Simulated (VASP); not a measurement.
# Lu2NF3 (P-6m2) in VASP: single point with PBE

Aim: the single point of Lu2NF3 with PBE.

Everything below comes from runs of VASP 6.6.1. Logs are shortened: lines on timing, memory, paths and dates and some standing lists are left out, and cuts for length are marked.

### Step 1. The cell of the first run

Symmetry: P-6m2, No. 187, hexagonal system. Conventional cell: a = 3.806 Å, b = 3.806 Å, c = 5.795 Å, α = 90.00°, β = 90.00°, γ = 120.00°. Within 3.4 Å of Lu (site symmetry 3m) lie 3 N at 2.59 Å and 9 F at 2.59 to 2.68 Å and 2 Lu at 2.74 to 3.05 Å. Within 2.9 Å of N (site symmetry -6m2) lie 5 F at 2.20 to 2.90 Å and 6 Lu at 2.59 Å. Within 2.9 Å of F (site symmetry -6m2) lie 3 F at 2.20 Å and 6 Lu at 2.68 Å and 2 N at 2.90 Å. F (site symmetry -6m2) has 3 N at 2.20 Å and 6 Lu at 2.59 Å and 2 F at 2.90 Å within 2.9 Å. Within 2.9 Å of F (site symmetry -6m2) lie 5 F at 2.20 to 2.90 Å and 6 Lu at 2.68 Å.

### Step 2. Single point, PBE

INCAR

```
PREC = Accurate ; ENCUT = 520
EDIFF = 1E-6 ; ISMEAR = 0
SIGMA = 0.15 ; LREAL = False
LASPH = True ; NELM = 80
ALGO = Normal ; ISIF = 2
LWAVE = False ; LCHARG = True
GGA = PE ; LELF = True
LVHAR = True ; NBANDS = 47
```

KPOINTS

```
regular mesh
0
Gamma
  4 4 2
```

POSCAR

```
Lu2NF3
1.0
    3.8060716221      0.0000000000      0.0000000000
   -1.9030358110      3.2961547134      0.0000000000
    0.0000000000      0.0000000000      5.7951074549
Lu N F
2 1 3
Direct
    0.6666666667      0.3333333333      0.7367011238
    0.6666666667      0.3333333333      0.2632988762
    0.0000000000      0.0000000000      0.5000000000
    0.0000000000      0.0000000000      0.0000000000
    0.3333333333      0.6666666667      0.5000000000
    0.3333333333      0.6666666667      0.0000000000
```

Potentials or basis: VASP PAW PBE potentials, release 64 (Lu, N, F).

The run is started by

```bash
$ cat potpaw_PBE.64/Lu/POTCAR potpaw_PBE.64/N/POTCAR potpaw_PBE.64/F/POTCAR > POTCAR
$ mpirun -np 1 vasp_std > vasp.out
```

OUTCAR:

```text
PREC = Accurate
   ENCUT = 520
   EDIFF = 1E-6
   ISMEAR = 0
   LREAL = False
   LASPH = True
   NELM = 80
   ISIF = 2
   GGA = PE

 ion  position               nearest neighbor table
   1  0.667  0.333  0.737-   3 2.59   5 2.59   5 2.59   3 2.59   3 2.59   5 2.59   4 2.68   6 2.68
                             6 2.68   4 2.68   4 2.68   6 2.68   2 2.74   2 3.05
   2  0.667  0.333  0.263-   3 2.59   5 2.59   5 2.59   3 2.59   3 2.59   5 2.59   4 2.68   6 2.68
                             6 2.68   4 2.68   4 2.68   6 2.68   1 2.74   1 3.05
   3  0.000  0.000  0.500-   1 2.59   2 2.59   1 2.59   2 2.59   1 2.59   2 2.59
   4  0.000  0.000  0.000-   1 2.68   2 2.68   1 2.68   2 2.68   1 2.68   2 2.68
   5  0.333  0.667  0.500-   1 2.59   2 2.59   1 2.59   2 2.59   1 2.59   2 2.59
   6  0.333  0.667  0.000-   1 2.68   2 2.68   1 2.68   2 2.68   1 2.68   2 2.68

  LATTYP: Found a hexagonal cell.
 ALAT       =     3.8060716221
 C/A-ratio  =     1.5225954817

  Lattice vectors:

 A1 = (   3.8060716221,   0.0000000000,   0.0000000000)
 A2 = (  -1.9030358110,   3.2961547134,   0.0000000000)
 A3 = (   0.0000000000,   0.0000000000,   5.7951074549)

Analysis of symmetry for initial positions (statically):
=====================================================================
 Subroutine PRICEL returns:
 Original cell was already a primitive cell.

 Routine SETGRP: Setting up the symmetry group for a
 hexagonal supercell.

 Subroutine GETGRP returns: Found 12 space group operations
 (whereof 12 operations were pure point group operations)
 out of a pool of 24 trial point group operations.

The static configuration has the point symmetry D_3h.

Analysis of symmetry for dynamics (positions and initial velocities):
=====================================================================
 Subroutine PRICEL returns:
 Original cell was already a primitive cell.

 Routine SETGRP: Setting up the symmetry group for a
 hexagonal supercell.

 Subroutine GETGRP returns: Found 12 space group operations
 (whereof 12 operations were pure point group operations)
 out of a pool of 24 trial point group operations.

The dynamic configuration has the point symmetry D_3h.

 Subroutine INISYM returns: Found 12 space group operations
 (whereof 12 operations are pure point group operations),
 and found     1 'primitive' translations

----------------------------------------------------------------------------------------

                                     Primitive cell

  volume of cell :      72.7019

  direct lattice vectors                    reciprocal lattice vectors
     3.806071622  0.000000000  0.000000000     0.262738093  0.151691909  0.000000000
    -1.903035811  3.296154713  0.000000000     0.000000000  0.303383817  0.000000000
     0.000000000  0.000000000  5.795107455     0.000000000  0.000000000  0.172559354

  length of vectors
     3.806071622  3.806071622  5.795107455     0.303383817  0.303383817  0.172559354

  position of ions in fractional coordinates (direct lattice)
     0.666666667  0.333333333  0.736701124
     0.666666667  0.333333333  0.263298876
     0.000000000  0.000000000  0.500000000
     0.000000000  0.000000000  0.000000000
     0.333333333  0.666666667  0.500000000
     0.333333333  0.666666667  0.000000000

  ion indices of the primitive-cell ions
   primitive index   ion index
                 1           1
                 2           2
                 3           3
                 4           4
                 5           5
                 6           6

----------------------------------------------------------------------------------------

 KPOINTS: regular mesh

Automatic generation of k-mesh.
 Grid dimensions read from file:
 generate k-points for:    4    4    2

 Generating k-lattice:

  Cartesian coordinates                     Fractional coordinates (reciprocal lattice)
     0.065684523  0.037922977  0.000000000     0.250000000  0.000000000  0.000000000
     0.000000000  0.075845954  0.000000000     0.000000000  0.250000000  0.000000000
     0.000000000  0.000000000  0.086279677     0.000000000  0.000000000  0.500000000

  Length of vectors
     0.075845954  0.075845954  0.086279677

  Shift w.r.t. Gamma in fractional coordinates (k-lattice)
     0.000000000  0.000000000  0.000000000

 Subroutine IBZKPT returns following result:
 ===========================================

 Found      8 irreducible k-points:

 Following reciprocal coordinates:
            Coordinates               Weight
  0.000000  0.000000  0.000000      1.000000
  0.250000 -0.000000  0.000000      6.000000
  0.500000 -0.000000  0.000000      3.000000
  0.250000  0.250000  0.000000      6.000000
  0.000000  0.000000  0.500000      1.000000
  0.250000 -0.000000  0.500000      6.000000
  0.500000 -0.000000  0.500000      3.000000
  0.250000  0.250000  0.500000      6.000000
   k-points           NKPTS =      8   k-points in BZ     NKDIM =      8   number of bands    NBANDS=     47
   number of dos      NEDOS =    301   number of ions     NIONS =      6
   total plane-waves  NPLWV =  37632
   dimension x,y,z NGX =    28 NGY =   28 NGZ =   48
   dimension x,y,z NGXF=    56 NGYF=   56 NGZF=   96
   ions per type =               2   1   3
   NGX,Y,Z   is equivalent  to a cutoff of  12.23, 12.23, 13.77 a.u.
   NGXF,Y,Z  is equivalent  to a cutoff of  24.46, 24.46, 27.54 a.u.
 SYSTEM =  unknown system
   PREC   = accura    normal or accurate (medium, high low for compatibility)
   ISTART =      0    job   : 0-new  1-cont  2-samecut
   ICHARG =      2    charge: 1-file 2-atom 10-const
   ISPIN  =      1    spin polarized calculation?
   LNONCOLLINEAR =      F non collinear calculations
   LSORBIT =      F    spin-orbit coupling
   LASPH  =      T    aspherical Exc in radial PAW
   ENCUT  =  520.0 eV  38.22 Ry    6.18 a.u.   7.08  7.08 10.78*2*pi/ulx,y,z
   NELM   =     80;   NELMIN=  2; NELMDL= -5     # of ELM steps
   EDIFF  = 0.1E-05   stopping-criterion for ELM
   LREAL  =      F    real-space projection
   EDIFFG = 0.1E-04   stopping-criterion for IOM
   NSW    =      0    number of steps for IOM
   IBRION =     -1    ionic relax: 0-MD 1-quasi-New 2-CG
   NFREE  =      0    steps in history (QN), initial steepest desc. (CG)
   ISIF   =      2    stress and relaxation
   ISYM   =      2    0-nonsym 1-usesym 2-fastsym
   POTIM  = 0.5000    time-step for ionic-motion
   TEBEG  =    0.0;   TEEND  =   0.0 temperature during run
   PSTRESS=    0.0 pullay stress
   NELECT =      76.0000    total number of electrons
   NUPDOWN=      -1.0000    fix difference up-down
   EMIN   =  10.00;   EMAX   =-10.00  energy-range for DOS
   EFERMI =   0.00;   METHOD = LEGACY
   ISMEAR =     0;   SIGMA  =   0.15  broadening in eV -4-tet -1-fermi 0-gaus
   EFERMI_NEDOS =   21; number of points for ismear=-14 and -15
   IALGO  =     38    algorithm
   IMIX   =      4    mixing-type and parameters
     AMIX     =   0.40;   BMIX     =  1.00
     AMIX_MAG =   1.60;   BMIX_MAG =  1.00
  volume/ion in A,a.u.               =      12.12        81.77
  Fermi-wavevector in a.u.,A,eV,Ry     =   1.661489  3.139758 37.559483  2.760544
  Thomas-Fermi vector in A             =   2.748543
   LORBIT       =      0    0 simple, 1 ext, 2 COOP (PROOUT), +10 PAW based schemes
   GGA     = PE    functional components
   LHFCALC =     F    Hartree Fock is set to
   AEXX    =    0.0000 exact exchange contribution
   IVDW    =     0    specifies the selected vdW correction
   LEPSILON=     F    determine dielectric tensor
   LRPA    =     F    only Hartree local field effects (RPA)
 non-spin polarized calculation
 Gauss-broadening in eV      SIGMA  =   0.15
  energy-cutoff  :      520.00
  volume of cell :       72.70
 maximum number of plane-waves:      1972
   NGX = 15   NGY = 15   NGZ = 21

 number of electron      76.0000006 magnetization

 Free energy of the ion-electron system (eV)
  ---------------------------------------------------
  ext. energy  EPLUGINS =         0.00000000
  ---------------------------------------------------
  free energy    TOTEN  =       -34.11169773 eV

  energy without entropy =      -34.07735884  energy(sigma->0) =      -34.09452829

 E-fermi :   4.1441     XC(G=0): -11.9227

 val. band max:        3.8934072465   @ k =   0.5000  -0.0000   0.5000
 cond. band min:       4.1693277606   @ k =   0.2500   0.2500   0.5000
 fundamental gap:      0.2759205140
 Fermi energy:         4.1441416623

 k-point     1 :       0.0000    0.0000    0.0000
  band No.  band energies     occupation
      1     -52.6580      2.00000
      2     -52.5503      2.00000
      3     -24.2692      2.00000
      4     -23.2177      2.00000
      5     -23.2177      2.00000
      6     -23.0489      2.00000
[... 39 lines left out ...]
     46       9.8061      0.00000
     47      10.2116      0.00000

 k-point     2 :       0.2500   -0.0000    0.0000
  band No.  band energies     occupation
      1     -52.6553      2.00000
      2     -52.5480      2.00000
      3     -24.1854      2.00000
      4     -23.4156      2.00000
      5     -23.2392      2.00000
      6     -23.1192      2.00000
[... 39 lines left out ...]
     46       9.9211      0.00000
     47       9.9490      0.00000

 k-point     3 :       0.5000   -0.0000    0.0000
  band No.  band energies     occupation
      1     -52.6526      2.00000
      2     -52.5457      2.00000
      3     -24.0993      2.00000
      4     -23.5797      2.00000
      5     -23.2606      2.00000
      6     -23.1883      2.00000
[... 39 lines left out ...]
     46      10.1229      0.00000
     47      10.1463      0.00000

 k-point     4 :       0.2500    0.2500    0.0000
  band No.  band energies     occupation
      1     -52.6526      2.00000
      2     -52.5457      2.00000
      3     -24.1001      2.00000
      4     -23.5131      2.00000
      5     -23.3342      2.00000
      6     -23.1615      2.00000
[... 39 lines left out ...]
     46       9.7582      0.00000
     47      10.3569      0.00000

 k-point     5 :       0.0000    0.0000    0.5000
  band No.  band energies     occupation
      1     -52.6328      2.00000
      2     -52.5759      2.00000
      3     -23.8081      2.00000
      4     -23.3589      2.00000
      5     -23.1706      2.00000
      6     -23.1706      2.00000
[... 39 lines left out ...]
     46       8.8836      0.00000
     47       9.0612      0.00000

 k-point     6 :       0.2500   -0.0000    0.5000
  band No.  band energies     occupation
      1     -52.6302      2.00000
      2     -52.5735      2.00000
      3     -23.7646      2.00000
      4     -23.3321      2.00000
      5     -23.2972      2.00000
      6     -23.1900      2.00000
[... 39 lines left out ...]
     46       9.1701      0.00000
     47       9.1962      0.00000

 k-point     7 :       0.5000   -0.0000    0.5000
  band No.  band energies     occupation
      1     -52.6277      2.00000
      2     -52.5710      2.00000
      3     -23.7100      2.00000
      4     -23.4272      2.00000
      5     -23.3581      2.00000
      6     -23.2093      2.00000
[... 39 lines left out ...]
     46       9.1265      0.00000
     47       9.5927      0.00000

 k-point     8 :       0.2500    0.2500    0.5000
  band No.  band energies     occupation
      1     -52.6277      2.00000
      2     -52.5710      2.00000
      3     -23.7117      2.00000
      4     -23.3820      2.00000
      5     -23.3170      2.00000
      6     -23.2553      2.00000
[... 39 lines left out ...]
     46       9.2650      0.00000
     47       9.8934      0.00000

------------------------ aborting loop because EDIFF is reached ----------------------------------------

  FORCE on cell =-STRESS in cart. coord.  units (eV):
  Direction    XX          YY          ZZ          XY          YZ          ZX
  --------------------------------------------------------------------------------------
  -------------------------------------------------------------------------------------
  Total       -0.0255573     -0.0255573      0.2183724     -0.0000000      0.0000000     -0.0000000
  in kB       -0.5632219     -0.5632219      4.8124058     -0.0000000      0.0000000     -0.0000000
  external PRESSURE =       1.2286540 kB  Pullay stress =       0.0000000 kB

 VOLUME and BASIS-vectors are now :
 -----------------------------------------------------------------------------
  energy-cutoff  :      520.00
  volume of cell :       72.70
      direct lattice vectors                 reciprocal lattice vectors
     3.806071622  0.000000000  0.000000000     0.262738093  0.151691909  0.000000000
    -1.903035811  3.296154713  0.000000000     0.000000000  0.303383817  0.000000000
     0.000000000  0.000000000  5.795107455     0.000000000  0.000000000  0.172559354

 POSITION                                       TOTAL-FORCE (eV/Angst)
 -----------------------------------------------------------------------------------
      1.90304      1.09872      4.26926         0.000000      0.000000      0.077580
      1.90304      1.09872      1.52585        -0.000000      0.000000     -0.077580
      0.00000      0.00000      2.89755        -0.000000      0.000000      0.000000
      0.00000      0.00000      0.00000        -0.000000     -0.000000      0.000000
     -0.00000      2.19744      2.89755         0.000000      0.000000      0.000000
     -0.00000      2.19744      0.00000         0.000000     -0.000000      0.000000
 -----------------------------------------------------------------------------------
    total drift:                               -0.000003      0.000002      0.000000

  FREE ENERGIE OF THE ION-ELECTRON SYSTEM (eV)
  ---------------------------------------------------
  free  energy   TOTEN  =       -34.1116977340 eV

  energy  without entropy=      -34.0773588446  energy(sigma->0) =      -34.09452829
```

Wall time 43 s (1 thread of Intel Xeon 6975P-C (Granite Rapids), shared host); peak memory 0.19 GiB.

Results:

```yaml
Free_energy: -34.1117 eV
Pressure: 0.1 GPa
Largest_force: 0.078 eV/Å
Band_gap_on_the_k_mesh: zero (band 38 reaches 4.17 eV, above the bottom of band 39 at 3.22 eV)
```

Forces on the atoms (eV/Å):
```
Lu   0.000  0.000  0.078
Lu   0.000  0.000 -0.078
N    0.000  0.000  0.000
F    0.000  0.000  0.000
F    0.000  0.000  0.000
F    0.000  0.000  0.000
```

Stress tensor (GPa, compression positive):
```
-0.06  0.00  0.00
 0.00 -0.06  0.00
 0.00  0.00  0.48
```

Caveat: the k points lie up to 0.54 Å⁻¹ apart; spin-orbit coupling is left out, which moves the levels of the heavy elements.
